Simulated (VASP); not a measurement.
GaN:

```
Ga N
1.0
     0.00000    2.25350    2.25350
     2.25350    0.00000    2.25350
     2.25350    2.25350    0.00000
Ga N
1 1
Direct
  0.00000 0.00000 0.00000
  0.75000 0.75000 0.75000
```

Program: VASP 6.6.1. Alike in all runs: task single point; potentials or basis VASP PAW PBE potentials, release 64 (Ga_d, N); cell as given; cutoff (eV) 600.

Question: Order these runs on this cell by their pressure, lowest first.
A. level PBE; spin collinear, ferromagnetic start; k mesh 4 × 1 × 4; smearing gaussian 0.1 eV
B. level BLYP; spin off; k mesh 5 × 5 × 5; smearing fermi-dirac 0.272114 eV
C. level RPBE; spin off; k mesh 6 × 6 × 6; smearing gaussian 0.1 eV
D. level PBEsol; spin off; k mesh 6 × 6 × 6; smearing gaussian 0.01 eV
E. level PBE; spin off; k mesh 6 × 6 × 6; smearing methfessel-paxton 0.1 eV

Answer: D (-1.5 GPa), E (4.9 GPa), C (8.8 GPa), B (11.8 GPa), A (16.9 GPa).

Caveats: some runs use coarse meshes; the PAW data sets were made with another functional, which shifts forces and pressure a little (some runs).
